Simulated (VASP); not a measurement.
# BaTiO3 (R3m) in VASP: further runs

The runs below take BaTiO3 through single point, with LDA.

Program: VASP 6.6.1. These are calculated values, not measurements. Logs are shortened: lines on timing, memory, paths and dates and some standing lists are left out, and cuts for length are marked.

### Step 1. The cell of the first run

It takes space group R3m (No. 160, trigonal). Conventional cell: a = 5.674 Å, b = 5.674 Å, c = 6.976 Å, α = 90.00°, β = 90.00°, γ = 120.00°. Ba (site symmetry 3m) has 12 O at 2.80 to 2.89 Å and 8 Ti at 3.39 to 3.59 Å within 3.7 Å. Within 2.5 Å of Ti (site symmetry 3m) lie 6 O at 1.88 to 2.14 Å. O (site symmetry m) has 2 Ti at 1.88 to 2.14 Å within 2.5 Å.

### Step 2. Single point, LDA (12.97 Å³/atom)

INCAR

```
PREC = Accurate ; ENCUT = 520
EDIFF = 1E-6 ; ISMEAR = -1
SIGMA = 0.05 ; LREAL = F
LASPH = T ; NELM = 100
ALGO = Normal ; ISIF = 2
LWAVE = F ; LCHARG = F
NBANDS = 28
```

KPOINTS

```
regular mesh
0
Gamma
  9 9 9
```

POSCAR

```
BaTiO3
1.0
    2.8370624729      1.6379787824      2.3254317696
   -2.8370624729      1.6379787824      2.3254317696
    0.0000000000     -3.2759575648      2.3254317696
Ba Ti O
1 1 3
Direct
    0.0000000000      0.0000000000      0.0000000000
    0.5140000000      0.5140000000      0.5140000000
    0.4916000000      0.4916000000      0.9815000000
    0.4916000000      0.9815000000      0.4916000000
    0.9815000000      0.4916000000      0.4916000000
```

Potentials or basis: VASP PAW LDA potentials, release 64 (Ba_sv, Ti_sv, O).

Launch:

```bash
> cat potpaw_LDA.64/Ba_sv/POTCAR potpaw_LDA.64/Ti_sv/POTCAR potpaw_LDA.64/O/POTCAR > POTCAR
> mpirun -np 1 vasp_std > vasp.out
```

OUTCAR:

```text
PREC = Accurate
   ENCUT = 520
   EDIFF = 1E-6
   ISMEAR = -1
   LREAL = F
   LASPH = T
   NELM = 100
   ISIF = 2

 ion  position               nearest neighbor table
   1  0.000  0.000  0.000-   3 2.80   4 2.80   5 2.80   5 2.84   4 2.84   4 2.84   5 2.84   3 2.84
                             3 2.84   3 2.89   4 2.89   5 2.89   2 3.39   2 3.44   2 3.44   2 3.44
   2  0.514  0.514  0.514-   3 1.88   4 1.88   5 1.88   3 2.14   4 2.14   5 2.14   1 3.39   1 3.44
                             1 3.44   1 3.44   1 3.51   1 3.51   1 3.51   1 3.59
   3  0.492  0.492  0.981-   2 1.88   2 2.14   1 2.80   1 2.84   1 2.84   1 2.89
   4  0.492  0.981  0.492-   2 1.88   2 2.14   1 2.80   1 2.84   1 2.84   1 2.89
   5  0.981  0.492  0.492-   2 1.88   2 2.14   1 2.80   1 2.84   1 2.84   1 2.89

  LATTYP: Found a trigonal (rhomboedric) cell.
 ALAT       =     4.0174035000
 COS(alpha) =     0.0025827226

  Lattice vectors:

 A1 = (   2.8370624729,   1.6379787824,   2.3254317696)
 A2 = (  -2.8370624729,   1.6379787824,   2.3254317696)
 A3 = (   0.0000000000,  -3.2759575648,   2.3254317696)

Analysis of symmetry for initial positions (statically):
=====================================================================
 Subroutine PRICEL returns:
 Original cell was already a primitive cell.

 Routine SETGRP: Setting up the symmetry group for a
 trigonal (rhombohedral) supercell.

 Subroutine GETGRP returns: Found  6 space group operations
 (whereof  6 operations were pure point group operations)
 out of a pool of 12 trial point group operations.

The static configuration has the point symmetry C_3v.

Analysis of symmetry for dynamics (positions and initial velocities):
=====================================================================
 Subroutine PRICEL returns:
 Original cell was already a primitive cell.

 Routine SETGRP: Setting up the symmetry group for a
 trigonal (rhombohedral) supercell.

 Subroutine GETGRP returns: Found  6 space group operations
 (whereof  6 operations were pure point group operations)
 out of a pool of 12 trial point group operations.

The dynamic configuration has the point symmetry C_3v.

 Subroutine INISYM returns: Found  6 space group operations
 (whereof  6 operations are pure point group operations),
 and found     1 'primitive' translations

----------------------------------------------------------------------------------------

                                     Primitive cell

  volume of cell :      64.8384

[... 97 lines left out ...]
   NSW    =      0    number of steps for IOM
   IBRION =     -1    ionic relax: 0-MD 1-quasi-New 2-CG
   NFREE  =      0    steps in history (QN), initial steepest desc. (CG)
   ISIF   =      2    stress and relaxation
   ISYM   =      2    0-nonsym 1-usesym 2-fastsym
   POTIM  = 0.5000    time-step for ionic-motion
   TEBEG  =    0.0;   TEEND  =   0.0 temperature during run
   PSTRESS=    0.0 pullay stress
   NELECT =      40.0000    total number of electrons
   NUPDOWN=      -1.0000    fix difference up-down
   EMIN   =  10.00;   EMAX   =-10.00  energy-range for DOS
   EFERMI =   0.00;   METHOD = LEGACY
   ISMEAR =    -1;   SIGMA  =   0.05  broadening in eV -4-tet -1-fermi 0-gaus
   EFERMI_NEDOS =   21; number of points for ismear=-14 and -15
   IALGO  =     38    algorithm
   IMIX   =      4    mixing-type and parameters
     AMIX     =   0.40;   BMIX     =  1.00
     AMIX_MAG =   1.60;   BMIX_MAG =  1.00
  volume/ion in A,a.u.               =      12.97        87.51
  Fermi-wavevector in a.u.,A,eV,Ry     =   1.393641  2.633599 26.425703  1.942234
  Thomas-Fermi vector in A             =   2.517267
   LORBIT       =      0    0 simple, 1 ext, 2 COOP (PROOUT), +10 PAW based schemes
   GGA     = CA    functional components
   LHFCALC =     F    Hartree Fock is set to
   AEXX    =    0.0000 exact exchange contribution
   IVDW    =     0    specifies the selected vdW correction
   LEPSILON=     F    determine dielectric tensor
   LRPA    =     F    only Hartree local field effects (RPA)
 non-spin polarized calculation
  energy-cutoff  :      520.00
  volume of cell :       64.84
 maximum number of plane-waves:      1772
 NGX is ok and might be reduce to    30
   NGX = 15   NGY = 15   NGZ = 15

 number of electron      40.0000007 magnetization

 Free energy of the ion-electron system (eV)
  ---------------------------------------------------
  ext. energy  EPLUGINS =         0.00000000
  ---------------------------------------------------
  free energy    TOTEN  =       -44.12125136 eV

  energy without entropy =      -44.12125136  energy(sigma->0) =      -44.12125136

 E-fermi :   4.6055     XC(G=0): -11.6652

 val. band max:        3.3478018971   @ k =   0.4444   0.4444   0.4444
 cond. band min:       5.6251300166   @ k =   0.0000   0.0000   0.0000
 fundamental gap:      2.2773281195
 Fermi energy:         4.6055264355

 k-point     1 :       0.0000    0.0000    0.0000
  band No.  band energies     occupation
      1     -52.2191      2.00000
      2     -28.8712      2.00000
      3     -28.8712      2.00000
      4     -28.8662      2.00000
      5     -21.2905      2.00000
      6     -13.1126      2.00000
[... 733 lines left out ...]
     27      11.4091      0.00000
     28      13.0673      0.00000

 [... further k-points ...]

------------------------ aborting loop because EDIFF is reached ----------------------------------------

  FORCE on cell =-STRESS in cart. coord.  units (eV):
  Direction    XX          YY          ZZ          XY          YZ          ZX
  --------------------------------------------------------------------------------------
  -------------------------------------------------------------------------------------
  Total       -2.2246892     -2.2246892     -2.2786027      0.0000000      0.0000000      0.0000000
  in kB      -54.9728058    -54.9728058    -56.3050261      0.0000000      0.0000000      0.0000000
  external PRESSURE =     -55.4168792 kB  Pullay stress =       0.0000000 kB

 VOLUME and BASIS-vectors are now :
 -----------------------------------------------------------------------------
  energy-cutoff  :      520.00
  volume of cell :       64.84
      direct lattice vectors                 reciprocal lattice vectors
     2.837062473  1.637978782  2.325431770     0.176238629  0.101751420  0.143342556
    -2.837062473  1.637978782  2.325431770    -0.176238629  0.101751420  0.143342556
     0.000000000 -3.275957565  2.325431770     0.000000000 -0.203502840  0.143342556

 POSITION                                       TOTAL-FORCE (eV/Angst)
 -----------------------------------------------------------------------------------
      0.00000      0.00000      0.00000        -0.000000      0.000000      0.103718
      0.00000      0.00000      3.58582        -0.000000     -0.000000      0.080636
      0.00000     -1.60489      4.56878        -0.000000     -0.036652     -0.061451
     -1.38988      0.80245      4.56878        -0.031742      0.018326     -0.061451
      1.38988      0.80245      4.56878         0.031742      0.018326     -0.061451
 -----------------------------------------------------------------------------------
    total drift:                               -0.000000      0.000002     -0.000850

  FREE ENERGIE OF THE ION-ELECTRON SYSTEM (eV)
  ---------------------------------------------------
  free  energy   TOTEN  =       -44.1212513554 eV

  energy  without entropy=      -44.1212513553  energy(sigma->0) =      -44.12125136
```

stdout:

```text
POSCAR found type information on POSCAR BaTiO
 POSCAR found :  3 types and       5 ions
 scaLAPACK will be used
 LDA part: xc-table for (Slater(with rela. corr.)+CA(PZ))
 , standard interpolation
 POSCAR, INCAR and KPOINTS ok, starting setup
 FFT: planning ... GRIDC
 FFT: planning ... GRID_SOFT
 FFT: planning ... GRID
 WAVECAR not read
 entering main loop
```

It took 75 s on 1 thread of Intel Xeon Platinum 8559C (Emerald Rapids), shared host; peak memory 0.26 GiB.

Results:

```yaml
Free_energy: -44.1213 eV
Pressure: -5.5 GPa
Largest_force: 0.104 eV/Å
Band_gap_on_the_k_mesh: 2.28 eV (least direct gap 2.63 eV)
```

Forces in eV/Å, atoms in the order of the input:
```
Ba   0.000  0.000  0.104
Ti   0.000  0.000  0.081
O    0.000 -0.037 -0.061
O   -0.032  0.018 -0.061
O    0.032  0.018 -0.061
```

Caveat: the cell stands under tension; spin-orbit coupling is left out, which moves the levels of the heavy elements. A k mesh can miss the band edges.

### Step 3. Single point, LDA (13.35 Å³/atom)

This run uses another cell than the first one, of 13.35 Å³/atom.

INCAR

```
PREC = Accurate
ENCUT = 520
EDIFF = 1E-6
ISMEAR = -1
SIGMA = 0.05
LREAL = F
LASPH = T
NELM = 60
ALGO = Normal
ISIF = 2
LWAVE = F
LCHARG = F
NBANDS = 28
```

KPOINTS is that of step 2.

POSCAR, as its differences from that of step 2:

```diff
@@ -2,5 +2,5 @@
 1.0
-    2.8370624729      1.6379787824      2.3254317696
-   -2.8370624729      1.6379787824      2.3254317696
-    0.0000000000     -3.2759575648      2.3254317696
+    2.8648785846      1.6540384220      2.3482315742
+   -2.8648785846      1.6540384220      2.3482315742
+    0.0000000000     -3.3080768441      2.3482315742
 Ba Ti O
```

Potentials or basis: VASP PAW LDA potentials, release 64 (Ba_sv, Ti_sv, O).

Launch:

```bash
> cat potpaw_LDA.64/Ba_sv/POTCAR potpaw_LDA.64/Ti_sv/POTCAR potpaw_LDA.64/O/POTCAR > POTCAR
> mpirun -np 1 vasp_std > vasp.out
```

Run time: 78 s. Hardware: 1 thread of Intel Xeon Platinum 8559C (Emerald Rapids), shared host; peak memory 0.26 GiB.

Results (log left out):

```yaml
Free_energy: -44.0295 eV
Pressure: -10.0 GPa
Largest_force: 0.373 eV/Å
Band_gap_on_the_k_mesh: 2.21 eV (least direct gap 2.58 eV)
```

Forces on the atoms (eV/Å):
```
Ba   0.000  0.000  0.112
Ti   0.000  0.000  0.373
O    0.000  0.145 -0.162
O    0.126 -0.073 -0.162
O   -0.126 -0.073 -0.162
```

Stress tensor (GPa, compression positive):
```
-10.04   0.00   0.00
  0.00 -10.04   0.00
  0.00   0.00  -9.88
```

Levels at points of the mesh, in eV from the valence-band top:
| k point | band 16 | band 17 | band 18 | band 19 | band 20 | band 21 | band 22 | band 23 | band 24 | band 25 |
| --- | --- | --- | --- | --- | --- | --- | --- | --- | --- | --- |
| (0.00, 0.00, 0.00) | -1.22 | -0.99 | -0.50 | -0.37 | -0.37 | 2.21 | 2.21 | 2.33 | 4.24 | 4.24 |

Caveat: the cell stands under tension; spin-orbit coupling is left out, which moves the levels of the heavy elements.
